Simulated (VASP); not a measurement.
# Ba (P6_3/mmc) in VASP: further runs

Ba is run at these levels: PBE; tasks: single point.

Everything below comes from runs of VASP 6.6.1. Logs are shortened: lines on timing, memory, paths and dates and some standing lists are left out, and cuts for length are marked.

## Step 1: The cell of the first run

It takes space group P6_3/mmc (No. 194, hexagonal). Conventional cell: a = 3.731 Å, b = 3.731 Å, c = 5.506 Å, α = 90.00°, β = 90.00°, γ = 120.00°. Within 4.6 Å of Ba (site symmetry -6m2) lie 12 Ba at 3.50 to 3.73 Å.

## Step 2: Single point, PBE

INCAR reads:

```
SYSTEM = Ba
  PREC = Accurate
  ENCUT = 520
  EDIFF = 1E-6
  ISMEAR = -1
  SIGMA = 0.1
  LREAL = .FALSE.
  LASPH = .TRUE.
  NELM = 60
  ALGO = Normal
  ISIF = 2
  LWAVE = .FALSE.
  LCHARG = .FALSE.
  GGA = PE
  NBANDS = 17
```

KPOINTS reads:

```
regular mesh
0
G
  10 10 6
  0 0 0
```

POSCAR reads:

```
Ba
1.0
    3.7313127029      0.0000000000      0.0000000000
   -1.8656563514      3.2314115902      0.0000000000
    0.0000000000      0.0000000000      5.5060672386
Ba
2
Direct
    0.3333333333      0.6666666667      0.2500000000
    0.6666666667      0.3333333333      0.7500000000
```

Potentials or basis: VASP PAW PBE potentials, release 64 (Ba_sv).

On the command line:

```console
> cat potpaw_PBE.64/Ba_sv/POTCAR > POTCAR
> mpirun -np 1 vasp_std > vasp.out
```

OUTCAR:

```text
SYSTEM = Ba
   PREC = Accurate
   ENCUT = 520
   EDIFF = 1E-6
   ISMEAR = -1
   LREAL = .FALSE.
   LASPH = .TRUE.
   NELM = 60
   ISIF = 2
   GGA = PE

 ion  position               nearest neighbor table
   1  0.333  0.667  0.250-   2 3.50   2 3.50   2 3.50   2 3.50   2 3.50   2 3.50
   2  0.667  0.333  0.750-   1 3.50   1 3.50   1 3.50   1 3.50   1 3.50   1 3.50

  LATTYP: Found a hexagonal cell.
 ALAT       =     3.7313127029
 C/A-ratio  =     1.4756381137

  Lattice vectors:

 A1 = (   3.7313127029,   0.0000000000,   0.0000000000)
 A2 = (  -1.8656563514,   3.2314115902,   0.0000000000)
 A3 = (   0.0000000000,   0.0000000000,   5.5060672386)

Analysis of symmetry for initial positions (statically):
=====================================================================
 Subroutine PRICEL returns:
 Original cell was already a primitive cell.

 Routine SETGRP: Setting up the symmetry group for a
 hexagonal supercell.

 Subroutine GETGRP returns: Found 24 space group operations
 (whereof 12 operations were pure point group operations)
 out of a pool of 24 trial point group operations.

The static configuration has the point symmetry D_3d.
 The point group associated with its full space group is D_6h.

Analysis of symmetry for dynamics (positions and initial velocities):
=====================================================================
 Subroutine PRICEL returns:
 Original cell was already a primitive cell.

 Routine SETGRP: Setting up the symmetry group for a
 hexagonal supercell.

 Subroutine GETGRP returns: Found 24 space group operations
 (whereof 12 operations were pure point group operations)
 out of a pool of 24 trial point group operations.

The dynamic configuration has the point symmetry D_3d.
 The point group associated with its full space group is D_6h.

 Subroutine INISYM returns: Found 24 space group operations
 (whereof 12 operations are pure point group operations),
 and found     1 'primitive' translations

----------------------------------------------------------------------------------------

                                     Primitive cell

  volume of cell :      66.3889

  direct lattice vectors                    reciprocal lattice vectors
     3.731312703  0.000000000  0.000000000     0.268002196  0.154731140  0.000000000
    -1.865656351  3.231411590  0.000000000     0.000000000  0.309462281  0.000000000
     0.000000000  0.000000000  5.506067239     0.000000000  0.000000000  0.181617833
[... 83 lines left out ...]
   NELM   =     60;   NELMIN=  2; NELMDL= -5     # of ELM steps
   EDIFF  = 0.1E-05   stopping-criterion for ELM
   LREAL  =      F    real-space projection
   EDIFFG = 0.1E-04   stopping-criterion for IOM
   NSW    =      0    number of steps for IOM
   IBRION =     -1    ionic relax: 0-MD 1-quasi-New 2-CG
   NFREE  =      0    steps in history (QN), initial steepest desc. (CG)
   ISIF   =      2    stress and relaxation
   ISYM   =      2    0-nonsym 1-usesym 2-fastsym
   POTIM  = 0.5000    time-step for ionic-motion
   TEBEG  =    0.0;   TEEND  =   0.0 temperature during run
   PSTRESS=    0.0 pullay stress
   NELECT =      20.0000    total number of electrons
   NUPDOWN=      -1.0000    fix difference up-down
   EMIN   =  10.00;   EMAX   =-10.00  energy-range for DOS
   EFERMI =   0.00;   METHOD = LEGACY
   ISMEAR =    -1;   SIGMA  =   0.10  broadening in eV -4-tet -1-fermi 0-gaus
   EFERMI_NEDOS =   21; number of points for ismear=-14 and -15
   IALGO  =     38    algorithm
   IMIX   =      4    mixing-type and parameters
     AMIX     =   0.40;   BMIX     =  1.00
     AMIX_MAG =   1.60;   BMIX_MAG =  1.00
  volume/ion in A,a.u.               =      33.19       224.01
  Fermi-wavevector in a.u.,A,eV,Ry     =   1.097454  2.073887 16.386931  1.204405
  Thomas-Fermi vector in A             =   2.233814
   LORBIT       =      0    0 simple, 1 ext, 2 COOP (PROOUT), +10 PAW based schemes
   GGA     = PE    functional components
   LHFCALC =     F    Hartree Fock is set to
   AEXX    =    0.0000 exact exchange contribution
   IVDW    =     0    specifies the selected vdW correction
   LEPSILON=     F    determine dielectric tensor
   LRPA    =     F    only Hartree local field effects (RPA)
 non-spin polarized calculation
  energy-cutoff  :      520.00
  volume of cell :       66.39
 maximum number of plane-waves:      1804
 NGX is ok and might be reduce to    28
   NGX = 13   NGY = 13   NGZ = 21

 number of electron      20.0000002 magnetization

 Free energy of the ion-electron system (eV)
  ---------------------------------------------------
  ext. energy  EPLUGINS =         0.00000000
  ---------------------------------------------------
  free energy    TOTEN  =        -2.25268186 eV

  energy without entropy =       -2.19601936  energy(sigma->0) =       -2.22435061

 E-fermi :   4.6531     XC(G=0):  -9.7917

 val. band max:        4.6422055728   @ k =   0.2000   0.1000   0.3333
 cond. band min:       4.6769136207   @ k =   0.3000   0.3000   0.3333
 fundamental gap:      0.0347080479
 Fermi energy:         4.6530666951

 k-point     1 :       0.0000    0.0000    0.0000
  band No.  band energies     occupation
      1     -24.0623      2.00000
      2     -23.3777      2.00000
      3     -10.6647      2.00000
      4      -8.4014      2.00000
      5      -8.4014      2.00000
      6      -7.8689      2.00000
[... 457 lines left out ...]
      4      -9.7052      2.00000
      5      -9.2755      2.00000
      6      -8.9357      2.00000
[... 9 lines left out ...]
     16      11.0640      0.00000
     17      11.6144      0.00000

 [... further k-points ...]

------------------------ aborting loop because EDIFF is reached ----------------------------------------

  FORCE on cell =-STRESS in cart. coord.  units (eV):
  Direction    XX          YY          ZZ          XY          YZ          ZX
  --------------------------------------------------------------------------------------
  -------------------------------------------------------------------------------------
  Total        5.1108270      5.1108270      5.4806041      0.0000000      0.0000000      0.0000000
  in kB      123.3406779    123.3406779    132.2645862      0.0000000      0.0000000      0.0000000
  external PRESSURE =     126.3153140 kB  Pullay stress =       0.0000000 kB

 VOLUME and BASIS-vectors are now :
 -----------------------------------------------------------------------------
  energy-cutoff  :      520.00
  volume of cell :       66.39
      direct lattice vectors                 reciprocal lattice vectors
     3.731312703  0.000000000  0.000000000     0.268002196  0.154731140  0.000000000
    -1.865656351  3.231411590  0.000000000     0.000000000  0.309462281  0.000000000
     0.000000000  0.000000000  5.506067239     0.000000000  0.000000000  0.181617833

 POSITION                                       TOTAL-FORCE (eV/Angst)
 -----------------------------------------------------------------------------------
     -0.00000      2.15427      1.37652         0.000000     -0.000000      0.000000
      1.86566      1.07714      4.12955        -0.000000      0.000000      0.000000
 -----------------------------------------------------------------------------------
    total drift:                               -0.000000      0.000000     -0.000000

  FREE ENERGIE OF THE ION-ELECTRON SYSTEM (eV)
  ---------------------------------------------------
  free  energy   TOTEN  =        -2.2526818646 eV

  energy  without entropy=       -2.1960193585  energy(sigma->0) =       -2.22435061
```

stdout:

```text
POSCAR found type information on POSCAR Ba
 POSCAR found :  1 types and       2 ions
 scaLAPACK will be used
 LDA part: xc-table for (Slater+PW92), standard interpolation
 POSCAR, INCAR and KPOINTS ok, starting setup
 FFT: planning ... GRIDC
 FFT: planning ... GRID_SOFT
 FFT: planning ... GRID
 WAVECAR not read
 entering main loop
```

Wall time 19 s (1 thread of Intel Xeon 6975P-C (Granite Rapids), shared host); peak memory 0.2 GiB.

Results:

- Free energy: -2.2527 eV
- Pressure: 12.6 GPa
- Band gap on the k mesh: zero (band 10 reaches 5.01 eV, above the bottom of band 11 at 4.21 eV)

Caveat: spin-orbit coupling is left out, which moves the levels of the heavy elements.

## Step 3: Single point, PBE

This run uses another cell than the first one, of 38.30 Å³/atom, 1.154 times its volume.

INCAR reads:

```
SYSTEM = Ba
PREC     = Accurate       ! precision mode
ENCUT    = 520            ! plane-wave cutoff, eV
EDIFF    = 1E-6           ! SCF threshold, eV
ISMEAR   = -1             ! smearing method
SIGMA    = 0.1            ! smearing width, eV
LREAL    = .FALSE.        ! projectors in reciprocal space
LASPH    = .TRUE.         ! aspherical terms in the spheres
NELM     = 80             ! most SCF steps
ALGO     = Normal         ! electronic algorithm
ISIF     = 2              ! what is computed and relaxed
LWAVE    = .FALSE.        ! write WAVECAR
LCHARG   = .TRUE.         ! write CHGCAR
GGA      = PE             ! functional
LELF     = .TRUE.         ! ELF
LVHAR    = .TRUE.       
NBANDS   = 17             ! bands
```

KPOINTS is that of step 2.

POSCAR reads:

```
Ba
1.0
    3.8680672154      0.0000000000      0.0000000000
   -1.9340336077      3.3498444720      0.0000000000
    0.0000000000      0.0000000000      5.9118674229
Ba
2
Direct
    0.3333333333      0.6666666667      0.2500000000
    0.6666666667      0.3333333333      0.7500000000
```

Potentials or basis: VASP PAW PBE potentials, release 64 (Ba_sv).

On the command line:

```console
> cat potpaw_PBE.64/Ba_sv/POTCAR > POTCAR
> mpirun -np 1 vasp_std > vasp.out
```

It took 25 s on 1 thread of Intel Xeon 6975P-C (Granite Rapids), shared host; peak memory 0.22 GiB.

Results (log left out):

* Free energy: -2.8951 eV
* Pressure: 7.9 GPa
* Band gap on the k mesh: zero (band 10 reaches 4.15 eV, above the bottom of band 11 at 3.25 eV)

Stress tensor (GPa, compression positive):
```
7.78 0.00 0.00
0.00 7.78 0.00
0.00 0.00 8.03
```

Levels at points of the mesh, in eV from the Fermi level:
```
           k point  band 8  band 9  band 10  band 11  band 12  band 13
(0.00, 0.00, 0.00)  -12.65   -2.64    -1.42     1.94     1.94     2.62
(0.50, 0.00, 0.00)  -12.95   -1.33    -0.60    -0.55     1.53     2.15
(0.00, 0.00, 0.50)  -12.95   -1.22    -1.22     1.77     1.77     1.81
(0.50, 0.00, 0.50)  -13.16   -1.23    -1.23     0.32     0.32     3.44
```

Caveat: spin-orbit coupling is left out, which moves the levels of the heavy elements.

## Step 4: Single point, PBE

This run uses another cell than the first one, of 43.41 Å³/atom, 1.308 times its volume.

INCAR reads:

```
PREC = Accurate ; ENCUT = 520
EDIFF = 1E-6 ; ISMEAR = -1
SIGMA = 0.1 ; LREAL = False
LASPH = True ; NELM = 60
ALGO = Normal ; ISIF = 2
LWAVE = False ; LCHARG = True
GGA = PE ; LELF = True
LVHAR = True ; NBANDS = 17
```

KPOINTS reads:

```
regular mesh
0
Gamma
  10 10 6
```

POSCAR reads:

```
Ba
1.0
    3.9898894494      0.0000000000      0.0000000000
   -1.9949447247      3.4553456215      0.0000000000
    0.0000000000      0.0000000000      6.2972168348
Ba
2
Direct
    0.3333333333      0.6666666667      0.2500000000
    0.6666666667      0.3333333333      0.7500000000
```

On the command line:

```console
> cat potpaw_PBE.64/Ba_sv/POTCAR > POTCAR
> mpirun -np 1 vasp_std > vasp.out
```

Run time: 26 s. Hardware: 1 thread of Intel Xeon 6975P-C (Granite Rapids), shared host; peak memory 0.23 GiB.

It converged, with:

```yaml
Free_energy: -3.3045 eV
Pressure: 5.2 GPa
Band_gap_on_the_k_mesh: zero (band 10 reaches 3.45 eV, above the bottom of band 11 at 2.66 eV)
```

Levels at points of the mesh, in eV from the Fermi level:
```tsv
k point	band 8	band 9	band 10	band 11	band 12	band 13
(0.00, 0.00, 0.00)	-12.97	-2.77	-1.21	1.98	1.98	2.29
(0.50, 0.00, 0.00)	-13.17	-0.98	-0.62	-0.50	1.64	1.70
(0.00, 0.00, 0.50)	-13.13	-1.43	-1.43	1.46	1.46	1.92
(0.50, 0.00, 0.50)	-13.34	-1.09	-1.09	0.37	0.37	2.99
```

Caveat: spin-orbit coupling is left out, which moves the levels of the heavy elements.

## Step 5: Single point, PBE

This run uses another cell than the first one, of 48.51 Å³/atom, 1.462 times its volume.

INCAR reads:

```
ALGO = Normal
EDIFF = 1E-6
ENCUT = 520
GGA = PE
ISIF = 2
ISMEAR = -1
LASPH = True
LCHARG = False
LREAL = False
LWAVE = False
NBANDS = 17
NELM = 80
PREC = Accurate
SIGMA = 0.1
```

KPOINTS reads:

```
k-points
0
Gamma
  10 10 6
```

POSCAR reads:

```
Ba
1.0
    4.1138619693      0.0000000000      0.0000000000
   -2.0569309846      3.5627089730      0.0000000000
    0.0000000000      0.0000000000      6.6202687610
Ba
2
Direct
    0.3333333333      0.6666666667      0.2500000000
    0.6666666667      0.3333333333      0.7500000000
```

On the command line:

```console
> cat potpaw_PBE.64/Ba_sv/POTCAR > POTCAR
> mpirun -np 1 vasp_std > vasp.out
```

Run time: 25 s. Hardware: 1 thread of Intel Xeon 6975P-C (Granite Rapids), shared host; peak memory 0.25 GiB.

The run converged. Its results:

* Free energy: -3.5706 eV
* Pressure: 3.3 GPa
* Band gap on the k mesh: zero (band 10 reaches 2.85 eV, above the bottom of band 11 at 2.25 eV)

Levels at points of the mesh, in eV from the Fermi level:
```csv
k point,band 8,band 9,band 10,band 11,band 12,band 13
"(0.00, 0.00, 0.00)",-13.24,-2.82,-1.09,1.96,1.96,2.08
"(0.50, 0.00, 0.00)",-13.37,-0.75,-0.65,-0.40,1.27,1.76
"(0.00, 0.00, 0.50)",-13.32,-1.60,-1.60,1.28,1.28,1.93
"(0.50, 0.00, 0.50)",-13.50,-0.97,-0.97,0.42,0.42,2.47
```

Caveat: spin-orbit coupling is left out, which moves the levels of the heavy elements.

## Step 6: Overview

```csv
cell,gap on the mesh (eV),pressure (GPa)
"a = 3.731, b = 3.731, c = 5.506 Å, angles 90.0, 90.0, 120.0°, 2 atoms",none,12.6
"a = 3.868, b = 3.868, c = 5.912 Å, angles 90.0, 90.0, 120.0°, 2 atoms",none,7.9
"a = 3.990, b = 3.990, c = 6.297 Å, angles 90.0, 90.0, 120.0°, 2 atoms",none,5.2
"a = 4.114, b = 4.114, c = 6.620 Å, angles 90.0, 90.0, 120.0°, 2 atoms",none,3.3
```

Alike in all rows: task single point; level PBE; potentials or basis VASP PAW PBE potentials, release 64 (Ba_sv); no spin polarisation; k mesh 10 × 10 × 6; cutoff (eV) 520; smearing fermi-dirac 0.1 eV.

Caveats: spin-orbit coupling is left out, which moves the levels of the heavy elements.

Total energies depend on the potentials used, so only differences within one code and one set of settings carry meaning.
